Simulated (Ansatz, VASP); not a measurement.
## One calculation of MgI2, two programs

```
CELL_PARAMETERS angstrom
4.27831 0.00000 0.00000
-2.13916 3.70513 0.00000
0.00000 0.00000 7.06786
ATOMIC_POSITIONS crystal
Mg 0.00000 0.00000 0.00000
I 0.33333 0.66667 0.75763
I 0.66667 0.33333 0.24237
```

Change from the starting cell: strain +0.030 along x and y, +0.030 along z, atoms carried along.

Alike in both runs: task single point; functional PBE; k mesh 6 × 6 × 4; occupations gaussian, width 0.05 eV; no spin polarisation.

|  | VASP | Ansatz |
| --- | --- | --- |
| version | VASP 6.6.1 | Ansatz 0.2.0 |
| potentials or method | VASP PAW PBE potentials, release 64 (Mg, I), cutoff 520 eV | scalar-relativistic, plane waves, PAW |
| valence electrons in the cell | 16 | 44 |

```csv
,VASP,Ansatz,Ansatz less VASP
gap on the k mesh at the Fermi level (eV),3.34,3.36,+0.018
least direct gap on the mesh (eV),3.34,3.36,+0.018
pressure (GPa),-1.2,-1.2,+0.05
"traceless stress, the component that is largest in VASP (GPa)",0.22,0.21,-0.005
rms of the force components (eV/Å),0.166,0.161,-0.0046
```

Atom by atom the forces differ by 0.005 eV/Å (rms over components). With one functional, cell and mesh, what is left measures potentials, basis and numerics. VASP's potentials hold 16 valence electrons a cell and Ansatz's 44, so a difference there can come from the potentials and not from the codes.

Spin-orbit coupling is off throughout.
